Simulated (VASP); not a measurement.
# SnSe (Pnma) in VASP: a series of runs, part 2 of 2

VASP 6.6.1. The steps go on from the part before.

**3. Single point, PBE (strain -0.0600 x Voigt [1, 0, 0, 0, 0, 0])**

Input file INCAR:

```
PREC = Accurate
ENCUT = 520
EDIFF = 1E-7
ISMEAR = 0
SIGMA = 0.05
LREAL = False
LASPH = True
NELM = 80
ALGO = Normal
ISIF = 2
LWAVE = False
LCHARG = True
GGA = PE
LELF = True
LVHAR = True
NBANDS = 50
```

Input file KPOINTS:

```
regular mesh
0
Gamma
  4 6 6
```

Input file POSCAR:

```
SnSe
1.0
   11.0865154396      0.0000000000      0.0000000000
    0.0000000000      4.2070054080      0.0000000000
    0.0000000000      0.0000000000      4.5671013721
Sn Se
4 4
Direct
    0.1214769848      0.2500000000      0.1164645414
    0.8785230152      0.7500000000      0.8835354586
    0.3785230152      0.7500000000      0.6164645414
    0.6214769848      0.2500000000      0.3835354586
    0.8548816258      0.2500000000      0.4763342523
    0.1451183742      0.7500000000      0.5236657477
    0.6451183742      0.7500000000      0.9763342523
    0.3548816258      0.2500000000      0.0236657477
```

Potentials or basis: VASP PAW PBE potentials, release 64 (Sn_d, Se).

Launch:

```bash
cat potpaw_PBE.64/Sn_d/POTCAR potpaw_PBE.64/Se/POTCAR > POTCAR
mpirun -np 1 vasp_std > vasp.out
```

OUTCAR:

```text
PREC = Accurate
   ENCUT = 520
   EDIFF = 1E-7
   ISMEAR = 0
   LREAL = False
   LASPH = True
   NELM = 80
   ISIF = 2
   GGA = PE

 ion  position               nearest neighbor table
   1  0.121  0.250  0.116-   8 2.62   6 2.82   6 2.82   2 3.58   2 3.58
   2  0.879  0.750  0.884-   7 2.62   5 2.82   5 2.82   1 3.58   1 3.58
   3  0.379  0.750  0.616-   6 2.62   8 2.82   8 2.82   4 3.58   4 3.58
   4  0.621  0.250  0.384-   5 2.62   7 2.82   7 2.82   3 3.58   3 3.58
   5  0.855  0.250  0.476-   4 2.62   2 2.82   2 2.82
   6  0.145  0.750  0.524-   3 2.62   1 2.82   1 2.82
   7  0.645  0.750  0.976-   2 2.62   4 2.82   4 2.82
   8  0.355  0.250  0.024-   1 2.62   3 2.82   3 2.82

  LATTYP: Found a simple orthorhombic cell.
 ALAT       =     4.2070054080
 B/A-ratio  =     1.0855943668
 C/A-ratio  =     2.6352510549

  Lattice vectors:

 A1 = (   0.0000000000,   4.2070054080,   0.0000000000)
 A2 = (   0.0000000000,   0.0000000000,   4.5671013721)
 A3 = (  11.0865154396,   0.0000000000,   0.0000000000)

Analysis of symmetry for initial positions (statically):
=====================================================================
 Subroutine PRICEL returns:
 Original cell was already a primitive cell.

 Routine SETGRP: Setting up the symmetry group for a
 simple orthorhombic supercell.

 Subroutine GETGRP returns: Found  8 space group operations
 (whereof  2 operations were pure point group operations)
 out of a pool of  8 trial point group operations.

The static configuration has the point symmetry S_2 .
 The point group associated with its full space group is D_2h.

Analysis of symmetry for dynamics (positions and initial velocities):
=====================================================================
 Subroutine PRICEL returns:
 Original cell was already a primitive cell.

[... 142 lines left out ...]
  Fermi-wavevector in a.u.,A,eV,Ry     =   1.181141  2.232034 18.981420  1.395095
  Thomas-Fermi vector in A             =   2.317420
   LORBIT       =      0    0 simple, 1 ext, 2 COOP (PROOUT), +10 PAW based schemes
   GGA     = PE    functional components
   LHFCALC =     F    Hartree Fock is set to
   AEXX    =    0.0000 exact exchange contribution
   IVDW    =     0    specifies the selected vdW correction
   LEPSILON=     F    determine dielectric tensor
   LRPA    =     F    only Hartree local field effects (RPA)
 non-spin polarized calculation
 Gauss-broadening in eV      SIGMA  =   0.05
  energy-cutoff  :      520.00
  volume of cell :      213.01
 maximum number of plane-waves:      5767
 NGX is ok and might be reduce to    84
   NGX = 41   NGY = 15   NGZ = 17

 number of electron      79.9999981 magnetization

 Free energy of the ion-electron system (eV)
  ---------------------------------------------------
  ext. energy  EPLUGINS =         0.00000000
  ---------------------------------------------------
  free energy    TOTEN  =       -32.55532585 eV

  energy without entropy =      -32.55532585  energy(sigma->0) =      -32.55532585

 E-fermi :   5.7285     XC(G=0):  -9.6948

 val. band max:        5.4706121696   @ k =   0.0000   0.0000   0.3333
 cond. band min:       6.1939129763   @ k =   0.0000   0.3333   0.0000
 fundamental gap:      0.7233008067
 Fermi energy:         5.7284599997

 k-point     1 :       0.0000    0.0000    0.0000
  band No.  band energies     occupation
      1     -15.8491      2.00000
      2     -15.8367      2.00000
      3     -15.8335      2.00000
      4     -15.8323      2.00000
      5     -15.8302      2.00000
      6     -15.8285      2.00000
[... 1261 lines left out ...]
     49       9.6317      0.00000
     50       9.6317      0.00000

 [... further k-points ...]

------------------------ aborting loop because EDIFF is reached ----------------------------------------

  FORCE on cell =-STRESS in cart. coord.  units (eV):
  Direction    XX          YY          ZZ          XY          YZ          ZX
  --------------------------------------------------------------------------------------
  -------------------------------------------------------------------------------------
  Total       11.5508747      1.5462987      1.9877977      0.0000000      0.0000000      0.0000000
  in kB       86.8793707     11.6304146     14.9511283      0.0000000      0.0000000      0.0000000
  external PRESSURE =      37.8203045 kB  Pullay stress =       0.0000000 kB

 VOLUME and BASIS-vectors are now :
 -----------------------------------------------------------------------------
  energy-cutoff  :      520.00
  volume of cell :      213.01
      direct lattice vectors                 reciprocal lattice vectors
    11.086515440  0.000000000  0.000000000     0.090199667  0.000000000  0.000000000
     0.000000000  4.207005408  0.000000000     0.000000000  0.237698767  0.000000000
     0.000000000  0.000000000  4.567101372     0.000000000  0.000000000  0.218957259

 POSITION                                       TOTAL-FORCE (eV/Angst)
 -----------------------------------------------------------------------------------
      1.34676      1.05175      0.53191        -0.746261     -0.000000     -0.021019
      9.73976      3.15525      4.03520         0.746261      0.000000      0.021019
      4.19650      3.15525      2.81546         0.746261      0.000000     -0.021019
      6.89001      1.05175      1.75165        -0.746261      0.000000      0.021019
      9.47766      1.05175      2.17547         0.717364     -0.000000      0.098998
      1.60886      3.15525      2.39163        -0.717364      0.000000     -0.098998
      7.15211      3.15525      4.45902        -0.717364     -0.000000      0.098998
      3.93440      1.05175      0.10808         0.717364     -0.000000     -0.098998
 -----------------------------------------------------------------------------------
    total drift:                                0.000000      0.000000      0.000000

  FREE ENERGIE OF THE ION-ELECTRON SYSTEM (eV)
  ---------------------------------------------------
  free  energy   TOTEN  =       -32.5553258500 eV

  energy  without entropy=      -32.5553258500  energy(sigma->0) =      -32.55532585
```

Wall time 10 min (1 thread of AMD EPYC 7R43 (Zen 3), shared host); peak memory 0.49 GiB.

What came out:

```
Free energy            : -32.5553 eV
Pressure               : 3.8 GPa
Largest force          : 0.747 eV/Å
Band gap on the k mesh : 0.72 eV (least direct gap 0.95 eV)
```

Forces on the atoms (eV/Å):
```
Sn  -0.746  0.000 -0.021
Sn   0.746  0.000  0.021
Sn   0.746  0.000 -0.021
Sn  -0.746  0.000  0.021
Se   0.717  0.000  0.099
Se  -0.717  0.000 -0.099
Se  -0.717  0.000  0.099
Se   0.717  0.000 -0.099
```

Stress tensor (GPa, compression positive):
```
8.69 0.00 0.00
0.00 1.16 0.00
0.00 0.00 1.50
```

Levels at points of the mesh, in eV from the valence-band top:
| k point | band 38 | band 39 | band 40 | band 41 | band 42 | band 43 |
| --- | --- | --- | --- | --- | --- | --- |
| (0.00, 0.00, 0.00) | -0.74 | -0.71 | -0.58 | 1.26 | 2.62 | 2.80 |
| (0.50, 0.00, 0.00) | -1.76 | -0.57 | -0.57 | 2.44 | 2.44 | 2.99 |
| (0.00, 0.50, 0.00) | -0.98 | -0.90 | -0.90 | 1.00 | 1.00 | 1.42 |
| (0.50, 0.50, 0.00) | -1.20 | -1.20 | -1.20 | 1.49 | 1.49 | 1.49 |
| (0.00, 0.00, 0.50) | -0.83 | -0.40 | -0.40 | 1.20 | 1.20 | 1.69 |
| (0.50, 0.00, 0.50) | -0.71 | -0.39 | -0.39 | 1.26 | 1.26 | 1.76 |
| (0.00, 0.50, 0.50) | -2.29 | -1.21 | -1.21 | 3.05 | 3.05 | 3.16 |
| (0.50, 0.50, 0.50) | -1.33 | -1.33 | -1.33 | 2.82 | 2.82 | 2.82 |

Caveat: the cell differs from its parent crystal (strain -0.0600 x Voigt [1, 0, 0, 0, 0, 0]); the cell stands under pressure; spin-orbit coupling is left out, which moves the levels of the heavy elements. A k mesh can miss the band edges.

**4. Single point, PBE (strain +0.0525 x Voigt [1, 0, 0, 0, 0, 0])**

Input file INCAR:

```
SYSTEM = SnSe
  ALGO = Normal
  EDIFF = 1E-7
  ENCUT = 520
  GGA = PE
  ISIF = 2
  ISMEAR = 0
  LASPH = .TRUE.
  LCHARG = .TRUE.
  LELF = .TRUE.
  LREAL = .FALSE.
  LVHAR = .TRUE.
  LWAVE = .FALSE.
  NBANDS = 50
  NELM = 60
  PREC = Accurate
  SIGMA = 0.05
```

Input file KPOINTS:

```
k-points
0
G
  4 6 6
  0 0 0
```

Changes to POSCAR since step 3:

```diff
@@ -2,3 +2,3 @@
 1.0
-   11.0865154396      0.0000000000      0.0000000000
+   12.4133590428      0.0000000000      0.0000000000
     0.0000000000      4.2070054080      0.0000000000
```

Potentials or basis: VASP PAW PBE potentials, release 64 (Sn_d, Se).

Launch:

```bash
cat potpaw_PBE.64/Sn_d/POTCAR potpaw_PBE.64/Se/POTCAR > POTCAR
mpirun -np 1 vasp_std > vasp.out
```

OUTCAR:

```text
SYSTEM = SnSe
   EDIFF = 1E-7
   ENCUT = 520
   GGA = PE
   ISIF = 2
   ISMEAR = 0
   LASPH = .TRUE.
   LREAL = .FALSE.
   NELM = 60
   PREC = Accurate

 ion  position               nearest neighbor table
   1  0.121  0.250  0.116-   6 2.82   6 2.82   8 2.93
   2  0.879  0.750  0.884-   5 2.82   5 2.82   7 2.93
   3  0.379  0.750  0.616-   8 2.82   8 2.82   6 2.93
   4  0.621  0.250  0.384-   7 2.82   7 2.82   5 2.93
   5  0.855  0.250  0.476-   2 2.82   2 2.82   4 2.93
   6  0.145  0.750  0.524-   1 2.82   1 2.82   3 2.93
   7  0.645  0.750  0.976-   4 2.82   4 2.82   2 2.93
   8  0.355  0.250  0.024-   3 2.82   3 2.82   1 2.93

  LATTYP: Found a simple orthorhombic cell.
 ALAT       =     4.2070054080
 B/A-ratio  =     1.0855943668
 C/A-ratio  =     2.9506401440

  Lattice vectors:

 A1 = (   0.0000000000,   4.2070054080,   0.0000000000)
 A2 = (   0.0000000000,   0.0000000000,   4.5671013721)
 A3 = (  12.4133590428,   0.0000000000,   0.0000000000)

Analysis of symmetry for initial positions (statically):
=====================================================================
 Subroutine PRICEL returns:
 Original cell was already a primitive cell.

 Routine SETGRP: Setting up the symmetry group for a
 simple orthorhombic supercell.

 Subroutine GETGRP returns: Found  8 space group operations
 (whereof  2 operations were pure point group operations)
 out of a pool of  8 trial point group operations.

The static configuration has the point symmetry S_2 .
 The point group associated with its full space group is D_2h.

Analysis of symmetry for dynamics (positions and initial velocities):
=====================================================================
 Subroutine PRICEL returns:
 Original cell was already a primitive cell.

 Routine SETGRP: Setting up the symmetry group for a
 simple orthorhombic supercell.

 Subroutine GETGRP returns: Found  8 space group operations
 (whereof  2 operations were pure point group operations)
 out of a pool of  8 trial point group operations.

The dynamic configuration has the point symmetry S_2 .
 The point group associated with its full space group is D_2h.

 Subroutine INISYM returns: Found  8 space group operations
 (whereof  2 operations are pure point group operations),
 and found     1 'primitive' translations

----------------------------------------------------------------------------------------

                                     Primitive cell

  volume of cell :     238.5080

  direct lattice vectors                    reciprocal lattice vectors
    12.413359043  0.000000000  0.000000000     0.080558372  0.000000000  0.000000000
     0.000000000  4.207005408  0.000000000     0.000000000  0.237698767  0.000000000
     0.000000000  0.000000000  4.567101372     0.000000000  0.000000000  0.218957259

  length of vectors
    12.413359043  4.207005408  4.567101372     0.080558372  0.237698767  0.218957259

  position of ions in fractional coordinates (direct lattice)
     0.121476985  0.250000000  0.116464541
     0.878523015  0.750000000  0.883535459
     0.378523015  0.750000000  0.616464541
     0.621476985  0.250000000  0.383535459
     0.854881626  0.250000000  0.476334252
     0.145118374  0.750000000  0.523665748
     0.645118374  0.750000000  0.976334252
[... 63 lines left out ...]
  0.250000  0.500000  0.166667      4.000000
  0.500000  0.500000  0.166667      2.000000
 [... further k-points ...]
   k-points           NKPTS =     48   k-points in BZ     NKDIM =     48   number of bands    NBANDS=     50
   number of dos      NEDOS =    301   number of ions     NIONS =      8
   total plane-waves  NPLWV = 110592
   dimension x,y,z NGX =    96 NGY =   32 NGZ =   36
   dimension x,y,z NGXF=   192 NGYF=   64 NGZF=   72
   ions per type =               4   4
   NGX,Y,Z   is equivalent  to a cutoff of  12.86, 12.65, 13.10 a.u.
   NGXF,Y,Z  is equivalent  to a cutoff of  25.71, 25.29, 26.21 a.u.
 SYSTEM =  SnSe
   PREC   = accura    normal or accurate (medium, high low for compatibility)
   ISTART =      0    job   : 0-new  1-cont  2-samecut
   ICHARG =      2    charge: 1-file 2-atom 10-const
   ISPIN  =      1    spin polarized calculation?
   LNONCOLLINEAR =      F non collinear calculations
   LSORBIT =      F    spin-orbit coupling
   LASPH  =      T    aspherical Exc in radial PAW
   ENCUT  =  520.0 eV  38.22 Ry    6.18 a.u.  23.08  7.82  8.49*2*pi/ulx,y,z
   NELM   =     60;   NELMIN=  2; NELMDL= -5     # of ELM steps
   EDIFF  = 0.1E-06   stopping-criterion for ELM
   LREAL  =      F    real-space projection
   EDIFFG = 0.1E-05   stopping-criterion for IOM
   NSW    =      0    number of steps for IOM
   IBRION =     -1    ionic relax: 0-MD 1-quasi-New 2-CG
   NFREE  =      0    steps in history (QN), initial steepest desc. (CG)
   ISIF   =      2    stress and relaxation
   ISYM   =      2    0-nonsym 1-usesym 2-fastsym
   POTIM  = 0.5000    time-step for ionic-motion
   TEBEG  =    0.0;   TEEND  =   0.0 temperature during run
   PSTRESS=    0.0 pullay stress
   NELECT =      80.0000    total number of electrons
   NUPDOWN=      -1.0000    fix difference up-down
   EMIN   =  10.00;   EMAX   =-10.00  energy-range for DOS
   EFERMI =   0.00;   METHOD = LEGACY
   ISMEAR =     0;   SIGMA  =   0.05  broadening in eV -4-tet -1-fermi 0-gaus
   EFERMI_NEDOS =   21; number of points for ismear=-14 and -15
   IALGO  =     38    algorithm
   IMIX   =      4    mixing-type and parameters
     AMIX     =   0.40;   BMIX     =  1.00
     AMIX_MAG =   1.60;   BMIX_MAG =  1.00
  volume/ion in A,a.u.               =      29.81       201.19
  Fermi-wavevector in a.u.,A,eV,Ry     =   1.137463  2.149493 17.603507  1.293821
  Thomas-Fermi vector in A             =   2.274168
   LORBIT       =      0    0 simple, 1 ext, 2 COOP (PROOUT), +10 PAW based schemes
   GGA     = PE    functional components
   LHFCALC =     F    Hartree Fock is set to
   AEXX    =    0.0000 exact exchange contribution
   IVDW    =     0    specifies the selected vdW correction
   LEPSILON=     F    determine dielectric tensor
   LRPA    =     F    only Hartree local field effects (RPA)
 non-spin polarized calculation
 Gauss-broadening in eV      SIGMA  =   0.05
  energy-cutoff  :      520.00
  volume of cell :      238.51
 maximum number of plane-waves:      6454
 NGX is ok and might be reduce to    96
   NGX = 47   NGY = 15   NGZ = 17

 number of electron      79.9999998 magnetization

 Free energy of the ion-electron system (eV)
  ---------------------------------------------------
  ext. energy  EPLUGINS =         0.00000000
  ---------------------------------------------------
  free energy    TOTEN  =       -32.73225485 eV

  energy without entropy =      -32.73225485  energy(sigma->0) =      -32.73225485

 E-fermi :   4.5159     XC(G=0):  -9.1815

 val. band max:        4.2496100669   @ k =   0.0000   0.0000   0.3333
 cond. band min:       4.8882234740   @ k =   0.0000   0.0000   0.1667
 fundamental gap:      0.6386134070
 Fermi energy:         4.5159230368

 k-point     1 :       0.0000    0.0000    0.0000
  band No.  band energies     occupation
      1     -17.0210      2.00000
      2     -17.0134      2.00000
      3     -17.0106      2.00000
      4     -17.0054      2.00000
      5     -17.0021      2.00000
      6     -17.0008      2.00000
[... 1261 lines left out ...]
     49       8.0379      0.00000
     50       8.0379      0.00000

 [... further k-points ...]

------------------------ aborting loop because EDIFF is reached ----------------------------------------

  FORCE on cell =-STRESS in cart. coord.  units (eV):
  Direction    XX          YY          ZZ          XY          YZ          ZX
  --------------------------------------------------------------------------------------
  -------------------------------------------------------------------------------------
  Total       -5.8503895     -1.2204794     -1.3396803      0.0000000     -0.0000000      0.0000000
  in kB      -39.2999795     -8.1985678     -8.9992999      0.0000000     -0.0000000      0.0000000
  external PRESSURE =     -18.8326158 kB  Pullay stress =       0.0000000 kB

 VOLUME and BASIS-vectors are now :
 -----------------------------------------------------------------------------
  energy-cutoff  :      520.00
  volume of cell :      238.51
      direct lattice vectors                 reciprocal lattice vectors
    12.413359043  0.000000000  0.000000000     0.080558372  0.000000000  0.000000000
     0.000000000  4.207005408  0.000000000     0.000000000  0.237698767  0.000000000
     0.000000000  0.000000000  4.567101372     0.000000000  0.000000000  0.218957259

 POSITION                                       TOTAL-FORCE (eV/Angst)
 -----------------------------------------------------------------------------------
      1.50794      1.05175      0.53191         0.326337      0.000000      0.046851
     10.90542      3.15525      4.03520        -0.326337     -0.000000     -0.046851
      4.69874      3.15525      2.81546        -0.326337     -0.000000      0.046851
      7.71462      1.05175      1.75165         0.326337     -0.000000     -0.046851
     10.61195      1.05175      2.17547        -0.291308      0.000000     -0.010064
      1.80141      3.15525      2.39163         0.291308     -0.000000      0.010064
      8.00809      3.15525      4.45902         0.291308     -0.000000     -0.010064
      4.40527      1.05175      0.10808        -0.291308     -0.000000      0.010064
 -----------------------------------------------------------------------------------
    total drift:                                0.000000      0.000000     -0.000000

  FREE ENERGIE OF THE ION-ELECTRON SYSTEM (eV)
  ---------------------------------------------------
  free  energy   TOTEN  =       -32.7322548527 eV

  energy  without entropy=      -32.7322548527  energy(sigma->0) =      -32.73225485
```

Run time: 17 min. Hardware: 1 thread of Intel Xeon 8259CL, shared host; peak memory 0.6 GiB.

What came out:

* Free energy: -32.7323 eV
* Pressure: -1.9 GPa
* Largest force: 0.330 eV/Å
* Band gap on the k mesh: 0.64 eV (least direct gap 0.97 eV)

Forces in eV/Å, atoms in the order of the input:
```
Sn   0.326  0.000  0.047
Sn  -0.326  0.000 -0.047
Sn  -0.326  0.000  0.047
Sn   0.326  0.000 -0.047
Se  -0.291  0.000 -0.010
Se   0.291  0.000  0.010
Se   0.291  0.000 -0.010
Se  -0.291  0.000  0.010
```

Stress tensor (GPa, compression positive):
```
-3.93  0.00  0.00
 0.00 -0.82  0.00
 0.00  0.00 -0.90
```

Caveat: the cell differs from its parent crystal (strain +0.0525 x Voigt [1, 0, 0, 0, 0, 0]); spin-orbit coupling is left out, which moves the levels of the heavy elements. A k mesh can miss the band edges.

**5. Summary**

| cell | gap on the mesh (eV) | pressure (GPa) | largest force (eV/Å) |
| --- | --- | --- | --- |
| a = 12.325, b = 4.207, c = 4.567 Å, 8 atoms | 0.67 | -1.7 | 0.29 |
| a = 11.087, b = 4.207, c = 4.567 Å, 8 atoms | 0.72 | 3.8 | 0.75 |
| a = 12.413, b = 4.207, c = 4.567 Å, 8 atoms | 0.64 | -1.9 | 0.33 |

Alike in all rows: task single point; level PBE; potentials or basis VASP PAW PBE potentials, release 64 (Sn_d, Se); no spin polarisation; k mesh 4 × 6 × 6; cutoff (eV) 520; smearing gaussian 0.05 eV.

Caveats: spin-orbit coupling is left out, which moves the levels of the heavy elements; the cell stands under pressure (at least some runs).

Absolute energies hang on the potentials; compare differences alone.
